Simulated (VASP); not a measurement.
# MnO (Fm-3m) in VASP: notebook

The runs below take MnO through single point, with PBEsol+U.

Program: VASP 6.6.1. These are calculated values, not measurements. Logs are shortened: lines on timing, memory, paths and dates and some standing lists are left out, and cuts for length are marked.

## Step 1: The cell of the first run

Symmetry: Fm-3m, No. 225, cubic system. The conventional cell has a = 4.444 Å, b = 4.444 Å, c = 4.444 Å, α = 90.00°, β = 90.00°, γ = 90.00°. Mn (site symmetry m-3m) has 6 O at 2.22 Å within 2.9 Å. O (site symmetry m-3m) has 6 Mn at 2.22 Å within 2.9 Å.

## Step 2: Single point, PBEsol+U, collinear spin, ferromagnetic start

INCAR

```
SYSTEM = MnO
ALGO = Normal ; EDIFF = 1E-6
ENCUT = 520 ; GGA = PS
ISIF = 2 ; ISMEAR = 0
ISPIN = 2 ; LASPH = .True.
LCHARG = .False. ; LDAU = .True.
LDAUJ = 0 0 ; LDAUL = 2 -1
LDAUPRINT = 1 ; LDAUTYPE = 2
LDAUU = 1.9 0 ; LMAXMIX = 4
LORBIT = 11 ; LREAL = .False.
LWAVE = .False. ; MAGMOM = 5 0
NBANDS = 20 ; NELM = 150
PREC = Accurate ; SIGMA = 0.05
```

KPOINTS

```
k-points
0
Gamma
  12 12 12
  0 0 0
```

POSCAR

```
MnO
1.0
    0.0000000000      2.2220003343      2.2220003343
    2.2220003343      0.0000000000      2.2220003343
    2.2220003343      2.2220003343      0.0000000000
Mn O
1 1
Direct
    0.0000000000      0.0000000000      0.0000000000
    0.5000000000      0.5000000000      0.5000000000
```

Potentials or basis: VASP PAW PBE potentials, release 64 (Mn_pv, O).

Started as:

```console
$ cat potpaw_PBE.64/Mn_pv/POTCAR potpaw_PBE.64/O/POTCAR > POTCAR
$ mpirun -np 1 vasp_std > vasp.out
```

OUTCAR:

```text
SYSTEM = MnO
   EDIFF = 1E-6
   ENCUT = 520
   GGA = PS
   ISIF = 2
   ISMEAR = 0
   ISPIN = 2
   LASPH = .True.
   LORBIT = 11
   LREAL = .False.
   NELM = 150
   PREC = Accurate

 ion  position               nearest neighbor table
   1  0.000  0.000  0.000-   2 2.22   2 2.22   2 2.22   2 2.22   2 2.22   2 2.22
   2  0.500  0.500  0.500-   1 2.22   1 2.22   1 2.22   1 2.22   1 2.22   1 2.22

  LATTYP: Found a face centered cubic cell.
 ALAT       =     4.4440006686

  Lattice vectors:

 A1 = (   0.0000000000,   2.2220003343,   2.2220003343)
 A2 = (   2.2220003343,   0.0000000000,   2.2220003343)
 A3 = (   2.2220003343,   2.2220003343,   0.0000000000)

Analysis of symmetry for initial positions (statically):
=====================================================================
 Subroutine PRICEL returns:
 Original cell was already a primitive cell.

 Routine SETGRP: Setting up the symmetry group for a
 face centered cubic supercell.

 Subroutine GETGRP returns: Found 48 space group operations
 (whereof 48 operations were pure point group operations)
 out of a pool of 48 trial point group operations.

The static configuration has the point symmetry O_h .

Analysis of symmetry for dynamics (positions and initial velocities):
=====================================================================
 Subroutine PRICEL returns:
 Original cell was already a primitive cell.

 Routine SETGRP: Setting up the symmetry group for a
 face centered cubic supercell.

 Subroutine GETGRP returns: Found 48 space group operations
 (whereof 48 operations were pure point group operations)
 out of a pool of 48 trial point group operations.

The dynamic configuration has the point symmetry O_h .

Analysis of structural, dynamic, and magnetic symmetry:
=====================================================================
 Subroutine PRICEL returns:
 Original cell was already a primitive cell.

 Routine SETGRP: Setting up the symmetry group for a
 face centered cubic supercell.

 Subroutine GETGRP returns: Found 48 space group operations
 (whereof 48 operations were pure point group operations)
 out of a pool of 48 trial point group operations.

The overall configuration has the point symmetry O_h .

 Subroutine INISYM returns: Found 48 space group operations
 (whereof 48 operations are pure point group operations),
 and found     1 'primitive' translations

----------------------------------------------------------------------------------------

                                     Primitive cell

  volume of cell :      21.9413

  direct lattice vectors                    reciprocal lattice vectors
     0.000000000  2.222000334  2.222000334    -0.225022468  0.225022468  0.225022468
     2.222000334  0.000000000  2.222000334     0.225022468 -0.225022468  0.225022468
     2.222000334  2.222000334  0.000000000     0.225022468  0.225022468 -0.225022468

  length of vectors
     3.142383008  3.142383008  3.142383008     0.389750348  0.389750348  0.389750348

  position of ions in fractional coordinates (direct lattice)
     0.000000000  0.000000000  0.000000000
     0.500000000  0.500000000  0.500000000

  ion indices of the primitive-cell ions
   primitive index   ion index
                 1           1
                 2           2

----------------------------------------------------------------------------------------

 KPOINTS: k-points

Automatic generation of k-mesh.
 Grid dimensions read from file:
 generate k-points for:   12   12   12

 Generating k-lattice:
[... 56 lines left out ...]
   ISPIN  =      2    spin polarized calculation?
   LNONCOLLINEAR =      F non collinear calculations
   LSORBIT =      F    spin-orbit coupling
   LASPH  =      T    aspherical Exc in radial PAW
   ENCUT  =  520.0 eV  38.22 Ry    6.18 a.u.   5.84  5.84  5.84*2*pi/ulx,y,z
   NELM   =    150;   NELMIN=  2; NELMDL= -5     # of ELM steps
   EDIFF  = 0.1E-05   stopping-criterion for ELM
   LREAL  =      F    real-space projection
   EDIFFG = 0.1E-04   stopping-criterion for IOM
   NSW    =      0    number of steps for IOM
   IBRION =     -1    ionic relax: 0-MD 1-quasi-New 2-CG
   NFREE  =      0    steps in history (QN), initial steepest desc. (CG)
   ISIF   =      2    stress and relaxation
   ISYM   =      2    0-nonsym 1-usesym 2-fastsym
   POTIM  = 0.5000    time-step for ionic-motion
   TEBEG  =    0.0;   TEEND  =   0.0 temperature during run
   PSTRESS=    0.0 pullay stress
   NELECT =      19.0000    total number of electrons
   NUPDOWN=      -1.0000    fix difference up-down
   EMIN   =  10.00;   EMAX   =-10.00  energy-range for DOS
   EFERMI =   0.00;   METHOD = LEGACY
   ISMEAR =     0;   SIGMA  =   0.05  broadening in eV -4-tet -1-fermi 0-gaus
   EFERMI_NEDOS =   21; number of points for ismear=-14 and -15
   IALGO  =     38    algorithm
   IMIX   =      4    mixing-type and parameters
     AMIX     =   0.40;   BMIX     =  1.00
     AMIX_MAG =   1.60;   BMIX_MAG =  1.00
  volume/ion in A,a.u.               =      10.97        74.03
  Fermi-wavevector in a.u.,A,eV,Ry     =   1.560409  2.948746 33.128523  2.434878
  Thomas-Fermi vector in A             =   2.663626
   LORBIT       =     11    0 simple, 1 ext, 2 COOP (PROOUT), +10 PAW based schemes
 LDA+U is selected, type is set to LDAUTYPE =  2
   angular momentum for each species LDAUL =     2   -1
   U (eV)           for each species LDAUU =   1.9  0.0
   J (eV)           for each species LDAUJ =   0.0  0.0
   GGA     = PS    functional components
   LHFCALC =     F    Hartree Fock is set to
   AEXX    =    0.0000 exact exchange contribution
   IVDW    =     0    specifies the selected vdW correction
   LEPSILON=     F    determine dielectric tensor
   LRPA    =     F    only Hartree local field effects (RPA)
 spin polarized calculation
 Gauss-broadening in eV      SIGMA  =   0.05
  energy-cutoff  :      520.00
  volume of cell :       21.94
 maximum number of plane-waves:       609
   NGX = 11   NGY = 11   NGZ = 11

atom =   1  type =  1  l = 2

 onsite density matrix

spin component  1

  0.9328 -0.0000  0.0000  0.0000  0.0000
 -0.0000  0.9328  0.0000  0.0000  0.0000
  0.0000  0.0000  0.9702 -0.0000 -0.0000
  0.0000  0.0000 -0.0000  0.9328  0.0000
  0.0000  0.0000 -0.0000  0.0000  0.9702

spin component  2

  0.0232 -0.0000  0.0000  0.0000 -0.0000
 -0.0000  0.0232  0.0000  0.0000 -0.0000
  0.0000  0.0000  0.0854  0.0000 -0.0000
  0.0000  0.0000  0.0000  0.0232 -0.0000
 -0.0000 -0.0000 -0.0000 -0.0000  0.0854

 occupancies and eigenvectors

  o =  0.0232  v =  0.0000  0.0000  0.0000  0.0000  0.0000  1.0000  0.0003 -0.0000 -0.0038  0.0000      0.0000  0.0000  0.0000  0.0000  0.0000  0.0000  0.0000  0.0000  0.0000  0.0000
  o =  0.0232  v =  0.0000  0.0000  0.0000  0.0000  0.0000 -0.0036  0.3502  0.0000 -0.9367  0.0000      0.0000  0.0000  0.0000  0.0000  0.0000  0.0000  0.0000  0.0000  0.0000  0.0000
  o =  0.0232  v =  0.0000  0.0000  0.0000  0.0000  0.0000  0.0011  0.9367  0.0000  0.3502  0.0000      0.0000  0.0000  0.0000  0.0000  0.0000  0.0000  0.0000  0.0000  0.0000  0.0000
  o =  0.0854  v =  0.0000  0.0000  0.0000  0.0000  0.0000  0.0000  0.0000 -0.1088  0.0000 -0.9941      0.0000  0.0000  0.0000  0.0000  0.0000  0.0000  0.0000  0.0000  0.0000  0.0000
  o =  0.0854  v =  0.0000  0.0000  0.0000  0.0000  0.0000 -0.0000  0.0000 -0.9941 -0.0000  0.1088      0.0000  0.0000  0.0000  0.0000  0.0000  0.0000  0.0000  0.0000  0.0000  0.0000
  o =  0.9328  v =  0.0000 -0.6413  0.0000 -0.7673  0.0000  0.0000  0.0000  0.0000  0.0000  0.0000      0.0000  0.0000  0.0000  0.0000  0.0000  0.0000  0.0000  0.0000  0.0000  0.0000
  o =  0.9328  v =  1.0000  0.0000  0.0000  0.0000  0.0000  0.0000  0.0000  0.0000  0.0000  0.0000      0.0000  0.0000  0.0000  0.0000  0.0000  0.0000  0.0000  0.0000  0.0000  0.0000
  o =  0.9328  v =  0.0000  0.7673  0.0000 -0.6413  0.0000  0.0000  0.0000  0.0000  0.0000  0.0000      0.0000  0.0000  0.0000  0.0000  0.0000  0.0000  0.0000  0.0000  0.0000  0.0000
  o =  0.9702  v =  0.0000 -0.0000  0.0389  0.0000  0.9992  0.0000  0.0000  0.0000  0.0000  0.0000      0.0000  0.0000  0.0000  0.0000  0.0000  0.0000  0.0000  0.0000  0.0000  0.0000
  o =  0.9702  v =  0.0000 -0.0000 -0.9992 -0.0000  0.0389  0.0000  0.0000  0.0000  0.0000  0.0000      0.0000  0.0000  0.0000  0.0000  0.0000  0.0000  0.0000  0.0000  0.0000  0.0000

 number of electron      18.9999992 magnetization       4.9990787

 Free energy of the ion-electron system (eV)
  ---------------------------------------------------
  ext. energy  EPLUGINS =         0.00000000
  ---------------------------------------------------
  free energy    TOTEN  =       -16.68661400 eV

  energy without entropy =      -16.68652538  energy(sigma->0) =      -16.68656969

 E-fermi :   7.2673     XC(G=0): -12.0661

 val. band max:        7.2245002714   @ k =   0.5000   0.0000   0.0000
 cond. band min:       7.2926073208   @ k =   0.5000   0.5000   0.0000
 fundamental gap:      0.0681070494
 Fermi energy:         7.2673460362

 spin component 1

 k-point     1 :       0.0000    0.0000    0.0000
  band No.  band energies     occupation
      1     -42.7910      1.00000
      2     -42.7910      1.00000
      3     -42.7910      1.00000
      4     -12.6418      1.00000
      5       3.4252      1.00000
      6       3.4252      1.00000
[... 1097 lines left out ...]
     19      30.3428      0.00000
     20      32.6580      0.00000

 [... further k-points ...]
[... 5 lines left out ...]
  --------------------------------------------------------------------------------------
  -------------------------------------------------------------------------------------
  Total        0.0325820      0.0325820      0.0325820     -0.0000000      0.0000000      0.0000000
  in kB        2.3791711      2.3791711      2.3791711     -0.0000000      0.0000000      0.0000000
  external PRESSURE =       2.3791711 kB  Pullay stress =       0.0000000 kB

 VOLUME and BASIS-vectors are now :
 -----------------------------------------------------------------------------
  energy-cutoff  :      520.00
  volume of cell :       21.94
      direct lattice vectors                 reciprocal lattice vectors
     0.000000000  2.222000334  2.222000334    -0.225022468  0.225022468  0.225022468
     2.222000334  0.000000000  2.222000334     0.225022468 -0.225022468  0.225022468
     2.222000334  2.222000334  0.000000000     0.225022468  0.225022468 -0.225022468

 POSITION                                       TOTAL-FORCE (eV/Angst)
 -----------------------------------------------------------------------------------
      0.00000      0.00000      0.00000        -0.000000      0.000000      0.000000
      2.22200      2.22200      2.22200         0.000000     -0.000000     -0.000000
 -----------------------------------------------------------------------------------
    total drift:                                0.000000     -0.000000     -0.000000

  FREE ENERGIE OF THE ION-ELECTRON SYSTEM (eV)
  ---------------------------------------------------
  free  energy   TOTEN  =       -16.6866140002 eV

  energy  without entropy=      -16.6865253777  energy(sigma->0) =      -16.68656969

 total charge

# of ion       s       p       d       tot
------------------------------------------
    1        0.210   6.186   4.960  11.356
    2        1.552   3.422   0.000   4.974
--------------------------------------------------
tot          1.762   9.608   4.960  16.330

 magnetization (x)

# of ion       s       p       d       tot
------------------------------------------
    1        0.033   0.027   4.487   4.547
    2        0.027   0.169   0.000   0.195
--------------------------------------------------
tot          0.060   0.196   4.487   4.742
```

It took 38 s on 1 thread of Intel Xeon Platinum 8488C (Sapphire Rapids), shared host; peak memory 0.17 GiB.

What came out:

| Quantity | Value |
| --- | --- |
| Free energy | -16.6866 eV |
| Pressure | 0.2 GPa |
| Band gap on the k mesh | zero (filled and empty bands overlap) |
| Net moment | 5.00 μB per cell |
| Site moments | Mn +4.55; O +0.20 μB |
| Valence electrons inside the program's atomic spheres | Mn 11.36; O 4.97 |

Eigenvalues of the final occupation matrices:
| site | spin | trace | eigenvalues |
| --- | --- | --- | --- |
| site 1 d | 1 | 4.74 | 0.93 0.93 0.93 0.97 0.97 |
| site 1 d | 2 | 0.24 | 0.02 0.02 0.02 0.09 0.09 |

Caveat: the PAW data sets were made with another functional, which shifts forces and pressure a little; a cell with one magnetic atom can't hold antiferromagnetic order, which such compounds often take. The state reached can hang on the start; a lower one may exist.

[end of part 1 of 2]
